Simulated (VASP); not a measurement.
# Au (Pm-3m) in VASP: notebook

Runs on Au. Level: PBE. Tasks: single point.

Program: VASP 6.6.1. These are calculated values, not measurements. Logs are shortened: lines on timing, memory, paths and dates and some standing lists are left out, and cuts for length are marked.

## (1) The cell of the first run

The structure is cubic, space group Pm-3m (No. 221). Conventional cell: a = 2.748 Å, b = 2.748 Å, c = 2.748 Å, α = 90.00°, β = 90.00°, γ = 90.00°. Au (site symmetry m-3m) has 6 Au at 2.75 Å within 3.6 Å.

## (2) Single point, PBE

Contents of INCAR:

```
SYSTEM = Au
PREC = Accurate
ENCUT = 520
EDIFF = 1E-6
ISMEAR = 0
SIGMA = 0.015
LREAL = .FALSE.
LASPH = .TRUE.
NELM = 60
ALGO = Normal
ISIF = 2
LWAVE = .FALSE.
LCHARG = .FALSE.
GGA = PE
NBANDS = 12
```

Contents of KPOINTS:

```
regular mesh
0
G
  10 10 10
  0 0 0
```

Contents of POSCAR:

```
Au
1.0
    2.7484100000      0.0000000000      0.0000000000
    0.0000000000      2.7484100000      0.0000000000
    0.0000000000      0.0000000000      2.7484100000
Au
1
Direct
    0.5000000000      0.5000000000      0.5000000000
```

Potentials or basis: VASP PAW PBE potentials, release 64 (Au).

The run is started by

```sh
cat potpaw_PBE.64/Au/POTCAR > POTCAR
mpirun -np 1 vasp_std > vasp.out
```

OUTCAR:

```text
SYSTEM = Au
   PREC = Accurate
   ENCUT = 520
   EDIFF = 1E-6
   ISMEAR = 0
   LREAL = .FALSE.
   LASPH = .TRUE.
   NELM = 60
   ISIF = 2
   GGA = PE

 ion  position               nearest neighbor table
   1  0.500  0.500  0.500-

  LATTYP: Found a simple cubic cell.
 ALAT       =     2.7484100000

  Lattice vectors:

 A1 = (   2.7484100000,   0.0000000000,   0.0000000000)
 A2 = (   0.0000000000,   2.7484100000,   0.0000000000)
 A3 = (   0.0000000000,   0.0000000000,   2.7484100000)

Analysis of symmetry for initial positions (statically):
=====================================================================
 Subroutine PRICEL returns:
 Original cell was already a primitive cell.

 Routine SETGRP: Setting up the symmetry group for a
 simple cubic supercell.

 Subroutine GETGRP returns: Found 48 space group operations
[... 9 lines left out ...]

 Routine SETGRP: Setting up the symmetry group for a
 simple cubic supercell.

 Subroutine GETGRP returns: Found 48 space group operations
[... 11 lines left out ...]
                                     Primitive cell

  volume of cell :      20.7608

  direct lattice vectors                    reciprocal lattice vectors
     2.748410000  0.000000000  0.000000000     0.363846733  0.000000000  0.000000000
     0.000000000  2.748410000  0.000000000     0.000000000  0.363846733  0.000000000
     0.000000000  0.000000000  2.748410000     0.000000000  0.000000000  0.363846733

  length of vectors
     2.748410000  2.748410000  2.748410000     0.363846733  0.363846733  0.363846733

  position of ions in fractional coordinates (direct lattice)
     0.500000000  0.500000000  0.500000000

  ion indices of the primitive-cell ions
   primitive index   ion index
                 1           1

----------------------------------------------------------------------------------------

 KPOINTS: regular mesh

Automatic generation of k-mesh.
 Grid dimensions read from file:
 generate k-points for:   10   10   10

 Generating k-lattice:

  Cartesian coordinates                     Fractional coordinates (reciprocal lattice)
     0.036384673  0.000000000  0.000000000     0.100000000  0.000000000  0.000000000
     0.000000000  0.036384673  0.000000000     0.000000000  0.100000000  0.000000000
     0.000000000  0.000000000  0.036384673     0.000000000  0.000000000  0.100000000

  Length of vectors
     0.036384673  0.036384673  0.036384673

  Shift w.r.t. Gamma in fractional coordinates (k-lattice)
     0.000000000  0.000000000  0.000000000

 Subroutine IBZKPT returns following result:
 ===========================================

 Found     56 irreducible k-points:

 Following reciprocal coordinates:
            Coordinates               Weight
  0.000000  0.000000  0.000000      1.000000
  0.100000  0.000000  0.000000      6.000000
  0.200000  0.000000  0.000000      6.000000
  0.300000  0.000000  0.000000      6.000000
  0.400000  0.000000  0.000000      6.000000
  0.500000  0.000000  0.000000      3.000000
[... 16 lines left out ...]
  0.200000  0.100000  0.100000     24.000000
  0.300000  0.100000  0.100000     24.000000
 [... further k-points ...]
   k-points           NKPTS =     56   k-points in BZ     NKDIM =     56   number of bands    NBANDS=     12
   number of dos      NEDOS =    301   number of ions     NIONS =      1
   total plane-waves  NPLWV =   8000
   dimension x,y,z NGX =    20 NGY =   20 NGZ =   20
   dimension x,y,z NGXF=    40 NGYF=   40 NGZF=   40
   ions per type =               1
   NGX,Y,Z   is equivalent  to a cutoff of  12.10, 12.10, 12.10 a.u.
   NGXF,Y,Z  is equivalent  to a cutoff of  24.20, 24.20, 24.20 a.u.
 SYSTEM =  Au
   PREC   = accura    normal or accurate (medium, high low for compatibility)
   ISTART =      0    job   : 0-new  1-cont  2-samecut
   ICHARG =      2    charge: 1-file 2-atom 10-const
   ISPIN  =      1    spin polarized calculation?
   LNONCOLLINEAR =      F non collinear calculations
   LSORBIT =      F    spin-orbit coupling
   LASPH  =      T    aspherical Exc in radial PAW
   ENCUT  =  520.0 eV  38.22 Ry    6.18 a.u.   5.11  5.11  5.11*2*pi/ulx,y,z
   NELM   =     60;   NELMIN=  2; NELMDL= -5     # of ELM steps
   EDIFF  = 0.1E-05   stopping-criterion for ELM
   LREAL  =      F    real-space projection
   EDIFFG = 0.1E-04   stopping-criterion for IOM
   NSW    =      0    number of steps for IOM
   IBRION =     -1    ionic relax: 0-MD 1-quasi-New 2-CG
   NFREE  =      0    steps in history (QN), initial steepest desc. (CG)
   ISIF   =      2    stress and relaxation
   ISYM   =      2    0-nonsym 1-usesym 2-fastsym
   POTIM  = 0.5000    time-step for ionic-motion
   TEBEG  =    0.0;   TEEND  =   0.0 temperature during run
   PSTRESS=    0.0 pullay stress
   NELECT =      11.0000    total number of electrons
   NUPDOWN=      -1.0000    fix difference up-down
   EMIN   =  10.00;   EMAX   =-10.00  energy-range for DOS
   EFERMI =   0.00;   METHOD = LEGACY
   ISMEAR =     0;   SIGMA  =   0.01  broadening in eV -4-tet -1-fermi 0-gaus
   EFERMI_NEDOS =   21; number of points for ismear=-14 and -15
   IALGO  =     38    algorithm
   IMIX   =      4    mixing-type and parameters
     AMIX     =   0.40;   BMIX     =  1.00
     AMIX_MAG =   1.60;   BMIX_MAG =  1.00
  volume/ion in A,a.u.               =      20.76       140.10
  Fermi-wavevector in a.u.,A,eV,Ry     =   1.324720  2.503358 23.876646  1.754884
  Thomas-Fermi vector in A             =   2.454234
   LORBIT       =      0    0 simple, 1 ext, 2 COOP (PROOUT), +10 PAW based schemes
   GGA     = PE    functional components
   LHFCALC =     F    Hartree Fock is set to
   AEXX    =    0.0000 exact exchange contribution
   IVDW    =     0    specifies the selected vdW correction
   LEPSILON=     F    determine dielectric tensor
   LRPA    =     F    only Hartree local field effects (RPA)
 non-spin polarized calculation
 Gauss-broadening in eV      SIGMA  =   0.01
  energy-cutoff  :      520.00
  volume of cell :       20.76
 maximum number of plane-waves:       587
   NGX = 11   NGY = 11   NGZ = 11

 number of electron      10.9999996 magnetization

 Free energy of the ion-electron system (eV)
  ---------------------------------------------------
  ext. energy  EPLUGINS =         0.00000000
  ---------------------------------------------------
  free energy    TOTEN  =        -3.01155325 eV

  energy without entropy =       -3.01142605  energy(sigma->0) =       -3.01148965

 E-fermi :   6.3273     XC(G=0): -11.4227

 val. band max:        6.1791273278   @ k =   0.4000   0.3000   0.0000
 cond. band min:       6.3376060576   @ k =   0.4000   0.2000   0.2000
 fundamental gap:      0.1584787299
 Fermi energy:         6.3273450024

 k-point     1 :       0.0000    0.0000    0.0000
  band No.  band energies     occupation
      1      -1.4733      2.00000
      2       0.6770      2.00000
      3       0.6770      2.00000
      4       4.8366      2.00000
      5       4.8366      2.00000
      6       4.8366      2.00000
      7      20.1113      0.00000
      8      20.1113      0.00000
      9      20.1113      0.00000
     10      24.9196      0.00000
     11      27.3526      0.00000
     12      27.3526      0.00000

 k-point     2 :       0.1000    0.0000    0.0000
  band No.  band energies     occupation
      1      -1.2360      2.00000
      2       0.7131      2.00000
      3       0.8683      2.00000
      4       4.6810      2.00000
      5       4.6810      2.00000
      6       4.8493      2.00000
      7      18.3505      0.00000
      8      20.5028      0.00000
      9      20.5028      0.00000
     10      25.7088      0.00000
     11      26.6061      0.00000
     12      28.6323      0.00000

 k-point     3 :       0.2000    0.0000    0.0000
  band No.  band energies     occupation
      1      -0.6446      2.00000
      2       0.8088      2.00000
      3       1.5086      2.00000
      4       4.2971      2.00000
      5       4.2971      2.00000
      6       4.8825      2.00000
      7      15.4400      0.00000
      8      21.5655      0.00000
      9      21.5655      0.00000
     10      25.1568      0.00000
     11      25.9544      0.00000
     12      32.0761      0.00000

 k-point     4 :       0.3000    0.0000    0.0000
  band No.  band energies     occupation
      1      -0.0078      2.00000
      2       0.9304      2.00000
      3       2.7390      2.00000
      4       3.8621      2.00000
      5       3.8621      2.00000
      6       4.9238      2.00000
      7      12.5674      0.00000
      8      23.0273      0.00000
      9      23.0273      0.00000
     10      23.8159      0.00000
     11      25.6692      0.00000
     12      32.7233      0.00000

 k-point     5 :       0.4000    0.0000    0.0000
  band No.  band energies     occupation
      1       0.4365      2.00000
      2       1.0317      2.00000
      3       3.5362      2.00000
      4       3.5362      2.00000
      5       4.4875      2.00000
      6       4.9576      2.00000
      7       9.9468      0.00000
      8      22.9161      0.00000
      9      24.4922      0.00000
     10      24.4922      0.00000
     11      25.0451      0.00000
     12      31.5747      0.00000
[... 228 lines left out ...]
      1       0.7398      2.00000
      2       1.4097      2.00000
      3       3.6678      2.00000
      4       3.6678      2.00000
      5       5.9749      2.00000
      6      10.1186      0.00000
      7      10.1186      0.00000
      8      12.6483      0.00000
      9      17.7240      0.00000
     10      26.7607      0.00000
     11      26.7607      0.00000
     12      28.5421      0.00000

 k-point    22 :       0.1000    0.1000    0.1000
  band No.  band energies     occupation
      1      -0.7462      2.00000
      2       1.0087      2.00000
      3       1.0087      2.00000
      4       4.5024      2.00000
      5       4.5507      2.00000
      6       4.5507      2.00000
      7      18.5466      0.00000
      8      19.3208      0.00000
      9      19.3208      0.00000
     10      27.7331      0.00000
     11      27.7331      0.00000
     12      28.3938      0.00000

 k-point    23 :       0.2000    0.1000    0.1000
  band No.  band energies     occupation
      1      -0.1410      2.00000
      2       1.1047      2.00000
      3       1.6150      2.00000
      4       4.1420      2.00000
      5       4.1534      2.00000
      6       4.5787      2.00000
      7      16.0664      0.00000
      8      19.6728      0.00000
      9      20.2675      0.00000
     10      26.4064      0.00000
     11      28.5801      0.00000
     12      30.4504      0.00000

 k-point    24 :       0.3000    0.1000    0.1000
  band No.  band energies     occupation
      1       0.4812      2.00000
      2       1.2292      2.00000
      3       2.6248      2.00000
      4       3.6777      2.00000
      5       3.9778      2.00000
      6       4.6296      2.00000
      7      13.1531      0.00000
      8      20.7751      0.00000
      9      21.4499      0.00000
     10      25.2043      0.00000
     11      27.7792      0.00000
     12      30.3640      0.00000

 [... further k-points ...]

------------------------ aborting loop because EDIFF is reached ----------------------------------------

  FORCE on cell =-STRESS in cart. coord.  units (eV):
  Direction    XX          YY          ZZ          XY          YZ          ZX
  --------------------------------------------------------------------------------------
  -------------------------------------------------------------------------------------
  Total        0.0070673      0.0070673      0.0070673     -0.0000000      0.0000000     -0.0000000
  in kB        0.5454064      0.5454064      0.5454064     -0.0000000      0.0000000     -0.0000000
  external PRESSURE =       0.5454064 kB  Pullay stress =       0.0000000 kB

 VOLUME and BASIS-vectors are now :
 -----------------------------------------------------------------------------
  energy-cutoff  :      520.00
  volume of cell :       20.76
      direct lattice vectors                 reciprocal lattice vectors
     2.748410000  0.000000000  0.000000000     0.363846733  0.000000000  0.000000000
     0.000000000  2.748410000  0.000000000     0.000000000  0.363846733  0.000000000
     0.000000000  0.000000000  2.748410000     0.000000000  0.000000000  0.363846733

 POSITION                                       TOTAL-FORCE (eV/Angst)
 -----------------------------------------------------------------------------------
      1.37420      1.37420      1.37420         0.000000      0.000000      0.000000
 -----------------------------------------------------------------------------------
    total drift:                               -0.000000      0.000000     -0.000000

  FREE ENERGIE OF THE ION-ELECTRON SYSTEM (eV)
  ---------------------------------------------------
  free  energy   TOTEN  =        -3.0115532534 eV

  energy  without entropy=       -3.0114260500  energy(sigma->0) =       -3.01148965
```

Wall time 12 s (1 thread of Intel Xeon 8259CL, shared host); peak memory 0.13 GiB.

What came out:

| Item | Value |
| --- | --- |
| Free energy | -3.0116 eV |
| Pressure | 0.1 GPa |

Caveat: spin-orbit coupling is left out, which moves the levels of the heavy elements.

[end of part 1 of 2]
